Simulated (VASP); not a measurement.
# Au in VASP: single point with PBE+D3(BJ)

Aim: the single point of Au with PBE+D3(BJ).

Everything below comes from runs of VASP 6.6.1. Logs are shortened: lines on timing, memory, paths and dates and some standing lists are left out, and cuts for length are marked.

## (1) The cell of the first run

The cell holds a slab with vacuum, 4 atoms: a = 2.901 Å, b = 2.901 Å, c = 24.107 Å, α = 90.00°, β = 90.00°, γ = 120.00°.

## (2) Single point, PBE+D3(BJ)

Contents of INCAR:

```
PREC     = Accurate       # precision mode
ENCUT    = 520            # plane-wave cutoff, eV
EDIFF    = 1E-7           # SCF threshold, eV
ISMEAR   = 0              # smearing method
SIGMA    = 0.1            # smearing width, eV
LREAL    = F              # projectors in reciprocal space
LASPH    = T              # aspherical terms in the spheres
NELM     = 100            # most SCF steps
ALGO     = Normal         # electronic algorithm
ISIF     = 2              # what is computed and relaxed
LWAVE    = F              # write WAVECAR
LCHARG   = T              # write CHGCAR
LDIPOL   = T            
IDIPOL   = 3            
DIPOL    = 0.5 0.5 0.500
GGA      = PE             # functional
IVDW     = 12             # dispersion correction
LELF     = T              # ELF
LVHAR    = T            
LVACPOTAV= T            
NBANDS   = 30             # bands
```

Contents of KPOINTS:

```
regular mesh
0
Gamma
  12 12 1
```

Contents of POSCAR:

```
Au
1.0
    2.9014064944      0.0000000000      0.0000000000
   -1.4507032472      2.5126917308      0.0000000000
    0.0000000000      0.0000000000     24.1069654476
Au
4
Direct
    0.6666666667      0.3333333333      0.3525951874
    0.3333333333      0.6666666667      0.4508650625
    0.0000000000      0.0000000000      0.5481722181
    0.6666666667      0.3333333333      0.6476923757
```

Potentials or basis: VASP PAW PBE potentials, release 64 (Au).

On the command line:

```bash
cat potpaw_PBE.64/Au/POTCAR > POTCAR
mpirun -np 1 vasp_std > vasp.out
```

OUTCAR:

```text
PREC = Accurate
   ENCUT = 520
   EDIFF = 1E-7
   ISMEAR = 0
   LREAL = F
   LASPH = T
   NELM = 100
   ISIF = 2
   GGA = PE
   IVDW = 12
 IVDW          = 12

 ion  position               nearest neighbor table
   1  0.667  0.333  0.353-   2 2.90   2 2.90   2 2.90
   2  0.333  0.667  0.451-   3 2.88   3 2.88   3 2.88   1 2.90   1 2.90   1 2.90
   3  0.000  0.000  0.548-   2 2.88   2 2.88   2 2.88   4 2.93   4 2.93   4 2.93
   4  0.667  0.333  0.648-   3 2.93   3 2.93   3 2.93

  LATTYP: Found a hexagonal cell.
 ALAT       =     2.9014064944
 C/A-ratio  =     8.3087169944

  Lattice vectors:

 A1 = (   2.9014064944,   0.0000000000,   0.0000000000)
 A2 = (  -1.4507032472,   2.5126917308,   0.0000000000)
 A3 = (   0.0000000000,   0.0000000000,  24.1069654476)

Analysis of symmetry for initial positions (statically):
=====================================================================
 Subroutine PRICEL returns:
 Original cell was already a primitive cell.

 Routine SETGRP: Setting up the symmetry group for a
 hexagonal supercell.

 Subroutine GETGRP returns: Found  6 space group operations
 (whereof  6 operations were pure point group operations)
 out of a pool of 24 trial point group operations.

The static configuration has the point symmetry C_3v.

Analysis of symmetry for dynamics (positions and initial velocities):
=====================================================================
 Subroutine PRICEL returns:
 Original cell was already a primitive cell.

 Routine SETGRP: Setting up the symmetry group for a
 hexagonal supercell.

 Subroutine GETGRP returns: Found  6 space group operations
 (whereof  6 operations were pure point group operations)
 out of a pool of 24 trial point group operations.

The dynamic configuration has the point symmetry C_3v.

 Subroutine INISYM returns: Found  6 space group operations
 (whereof  6 operations are pure point group operations),
 and found     1 'primitive' translations

----------------------------------------------------------------------------------------

                                     Primitive cell

  volume of cell :     175.7480

  direct lattice vectors                    reciprocal lattice vectors
     2.901406494  0.000000000  0.000000000     0.344660427  0.198989790  0.000000000
    -1.450703247  2.512691731  0.000000000     0.000000000  0.397979580  0.000000000
     0.000000000  0.000000000 24.106965448     0.000000000  0.000000000  0.041481787

  length of vectors
     2.901406494  2.901406494 24.106965448     0.397979580  0.397979580  0.041481787

  position of ions in fractional coordinates (direct lattice)
     0.666666667  0.333333333  0.352595187
     0.333333333  0.666666667  0.450865063
     0.000000000  0.000000000  0.548172218
     0.666666667  0.333333333  0.647692376

  ion indices of the primitive-cell ions
   primitive index   ion index
                 1           1
                 2           2
                 3           3
                 4           4

----------------------------------------------------------------------------------------

 KPOINTS: regular mesh

Automatic generation of k-mesh.
 Grid dimensions read from file:
 generate k-points for:   12   12    1

 Generating k-lattice:

  Cartesian coordinates                     Fractional coordinates (reciprocal lattice)
     0.028721702  0.016582483  0.000000000     0.083333333  0.000000000  0.000000000
     0.000000000  0.033164965  0.000000000     0.000000000  0.083333333  0.000000000
     0.000000000  0.000000000  0.041481787     0.000000000  0.000000000  1.000000000

  Length of vectors
     0.033164965  0.033164965  0.041481787

  Shift w.r.t. Gamma in fractional coordinates (k-lattice)
     0.000000000  0.000000000  0.000000000

 Subroutine IBZKPT returns following result:
 ===========================================

 Found     19 irreducible k-points:

 Following reciprocal coordinates:
            Coordinates               Weight
  0.000000  0.000000  0.000000      1.000000
  0.083333  0.000000  0.000000      6.000000
  0.166667  0.000000  0.000000      6.000000
  0.250000  0.000000  0.000000      6.000000
  0.333333  0.000000  0.000000      6.000000
  0.416667  0.000000  0.000000      6.000000
[... 11 lines left out ...]
  0.333333  0.250000  0.000000     12.000000
  0.333333  0.333333  0.000000      2.000000
   k-points           NKPTS =     19   k-points in BZ     NKDIM =     19   number of bands    NBANDS=     30
   number of dos      NEDOS =    301   number of ions     NIONS =      4
   total plane-waves  NPLWV = 103680
   dimension x,y,z NGX =    24 NGY =   24 NGZ =  180
   dimension x,y,z NGXF=    48 NGYF=   48 NGZF=  360
   ions per type =               4
   NGX,Y,Z   is equivalent  to a cutoff of  13.75, 13.75, 12.41 a.u.
   NGXF,Y,Z  is equivalent  to a cutoff of  27.50, 27.50, 24.83 a.u.
 SYSTEM =  unknown system
   PREC   = accura    normal or accurate (medium, high low for compatibility)
   ISTART =      0    job   : 0-new  1-cont  2-samecut
   ICHARG =      2    charge: 1-file 2-atom 10-const
   ISPIN  =      1    spin polarized calculation?
   LNONCOLLINEAR =      F non collinear calculations
   LSORBIT =      F    spin-orbit coupling
   LASPH  =      T    aspherical Exc in radial PAW
   ENCUT  =  520.0 eV  38.22 Ry    6.18 a.u.   5.39  5.39 44.82*2*pi/ulx,y,z
   NELM   =    100;   NELMIN=  2; NELMDL= -5     # of ELM steps
   EDIFF  = 0.1E-06   stopping-criterion for ELM
   LREAL  =      F    real-space projection
   EDIFFG = 0.1E-05   stopping-criterion for IOM
   NSW    =      0    number of steps for IOM
   IBRION =     -1    ionic relax: 0-MD 1-quasi-New 2-CG
   NFREE  =      0    steps in history (QN), initial steepest desc. (CG)
   ISIF   =      2    stress and relaxation
   ISYM   =      2    0-nonsym 1-usesym 2-fastsym
   POTIM  = 0.5000    time-step for ionic-motion
   TEBEG  =    0.0;   TEEND  =   0.0 temperature during run
   PSTRESS=    0.0 pullay stress
   NELECT =      44.0000    total number of electrons
   NUPDOWN=      -1.0000    fix difference up-down
   EMIN   =  10.00;   EMAX   =-10.00  energy-range for DOS
   EFERMI =   0.00;   METHOD = LEGACY
   ISMEAR =     0;   SIGMA  =   0.10  broadening in eV -4-tet -1-fermi 0-gaus
   EFERMI_NEDOS =   21; number of points for ismear=-14 and -15
   IALGO  =     38    algorithm
   IMIX   =      4    mixing-type and parameters
     AMIX     =   0.40;   BMIX     =  1.00
     AMIX_MAG =   1.60;   BMIX_MAG =  1.00
  volume/ion in A,a.u.               =      43.94       296.50
  Fermi-wavevector in a.u.,A,eV,Ry     =   1.031800  1.949820 14.484921  1.064612
  Thomas-Fermi vector in A             =   2.165966
   LORBIT       =      0    0 simple, 1 ext, 2 COOP (PROOUT), +10 PAW based schemes
   GGA     = PE    functional components
   LHFCALC =     F    Hartree Fock is set to
   AEXX    =    0.0000 exact exchange contribution
   IVDW    =    12    specifies the selected vdW correction
   LEPSILON=     F    determine dielectric tensor
   LRPA    =     F    only Hartree local field effects (RPA)
 non-spin polarized calculation
 Gauss-broadening in eV      SIGMA  =   0.10
  energy-cutoff  :      520.00
  volume of cell :      175.75
 maximum number of plane-waves:      4817
 NGX is ok and might be reduce to    24
   NGX = 11   NGY = 11   NGZ = 89

 dipolmoment           0.000000      0.000000     -0.046344 electrons x Angstroem

 number of electron      44.0000006 magnetization

 dipolmoment           0.000000      0.000000      0.000502 electrons x Angstroem

 Free energy of the ion-electron system (eV)
  ---------------------------------------------------
  ext. energy  EPLUGINS =         0.00000000
  ---------------------------------------------------
  free energy    TOTEN  =       -12.22187678 eV

  energy without entropy =      -12.21161325  energy(sigma->0) =      -12.21674501

 E-fermi :   0.5157     XC(G=0):  -5.6496

 val. band max:        0.4923805801   @ k =   0.5000   0.0000   0.0000
 cond. band min:       0.6628521412   @ k =   0.0000   0.0000   0.0000
 fundamental gap:      0.1704715611
 Fermi energy:         0.5157084099

 k-point     1 :       0.0000    0.0000    0.0000
  band No.  band energies     occupation
      1      -8.7149      2.00000
      2      -7.5460      2.00000
      3      -6.5808      2.00000
      4      -6.5007      2.00000
      5      -4.0809      2.00000
      6      -3.9794      2.00000
[... 22 lines left out ...]
     29       6.4808      0.00000
     30       8.1985      0.00000

 k-point     2 :       0.0833    0.0000    0.0000
  band No.  band energies     occupation
      1      -8.5061      2.00000
      2      -7.3411      2.00000
      3      -6.3770      2.00000
      4      -6.3183      2.00000
      5      -4.2180      2.00000
      6      -4.1202      2.00000
[... 22 lines left out ...]
     29       6.6172      0.00000
     30       8.3640      0.00000

 k-point     3 :       0.1667    0.0000    0.0000
  band No.  band energies     occupation
      1      -7.9191      2.00000
      2      -6.7922      2.00000
      3      -5.8893      2.00000
      4      -5.8155      2.00000
      5      -4.5567      2.00000
      6      -4.3258      2.00000
[... 22 lines left out ...]
     29       7.0562      0.00000
     30       8.8549      0.00000

 k-point     4 :       0.2500    0.0000    0.0000
  band No.  band energies     occupation
      1      -7.1155      2.00000
      2      -6.1944      2.00000
      3      -5.5860      2.00000
      4      -5.2955      2.00000
      5      -4.9836      2.00000
      6      -4.4785      2.00000
[... 451 lines left out ...]
     29       8.1556      0.00000
     30       8.8498      0.00000

 k-point    18 :       0.3333    0.2500    0.0000
  band No.  band energies     occupation
      1      -5.4944      2.00000
      2      -5.4312      2.00000
      3      -5.0864      2.00000
      4      -4.8812      2.00000
      5      -4.7600      2.00000
      6      -4.5281      2.00000
[... 22 lines left out ...]
     29       7.4527      0.00000
     30       8.9048      0.00000

 k-point    19 :       0.3333    0.3333    0.0000
  band No.  band energies     occupation
      1      -5.2539      2.00000
      2      -5.2426      2.00000
      3      -5.1972      2.00000
      4      -4.7265      2.00000
      5      -4.6818      2.00000
      6      -4.5221      2.00000
[... 22 lines left out ...]
     29       6.9901      0.00000
     30       7.7536      0.00000

------------------------ aborting loop because EDIFF is reached ----------------------------------------

 Edisp (eV)   -1.98900

 E8    (eV) :    -0.9243

  FORCE on cell =-STRESS in cart. coord.  units (eV):
  Direction    XX          YY          ZZ          XY          YZ          ZX
  --------------------------------------------------------------------------------------
  -------------------------------------------------------------------------------------
  Total      -2.11048    -2.11048     0.15964     0.00000     0.00000    -0.00000
  in kB     -19.23987   -19.23987     1.45537     0.00000     0.00000    -0.00000
  external pressure =      -12.34 kB  Pullay stress =        0.00 kB

 VOLUME and BASIS-vectors are now :
 -----------------------------------------------------------------------------
  energy-cutoff  :      520.00
  volume of cell :      175.75
      direct lattice vectors                 reciprocal lattice vectors
     2.901406494  0.000000000  0.000000000     0.344660427  0.198989790  0.000000000
    -1.450703247  2.512691731  0.000000000     0.000000000  0.397979580  0.000000000
     0.000000000  0.000000000 24.106965448     0.000000000  0.000000000  0.041481787

 POSITION                                       TOTAL-FORCE (eV/Angst)
 -----------------------------------------------------------------------------------
      1.45070      0.83756      8.50000         0.000000      0.000000     -0.102141
     -0.00000      1.67513     10.86899        -0.000000      0.000000      0.104640
      0.00000      0.00000     13.21477         0.000000     -0.000000      0.002520
      1.45070      0.83756     15.61390         0.000000     -0.000000     -0.005019
 -----------------------------------------------------------------------------------
    total drift:                               -0.000000      0.000000     -0.000198

  FREE ENERGIE OF THE ION-ELECTRON SYSTEM (eV)
  ---------------------------------------------------
  free  energy   TOTEN  =       -14.2108722096 eV

  energy  without entropy=      -14.2006086804  energy(sigma->0) =      -14.20574044

 vacuum level on the upper side and lower side of the slab         5.622         5.610
```

Run time: 70 s. Hardware: 1 thread of Intel Xeon 6975P-C (Granite Rapids), shared host; peak memory 0.33 GiB.

What came out:

```yaml
Free_energy: -14.2109 eV
Largest_force: 0.105 eV/Å
Band_gap_on_the_k_mesh: zero (band 22 reaches 3.38 eV, above the bottom of band 23 at -1.48 eV)
Dispersion_energy_per_atom: -0.497 eV
```

Forces on the atoms (eV/Å):
```
Au   0.000  0.000 -0.102
Au   0.000  0.000  0.105
Au   0.000  0.000  0.003
Au   0.000  0.000 -0.005
```

Caveat: spin-orbit coupling is left out, which moves the levels of the heavy elements.
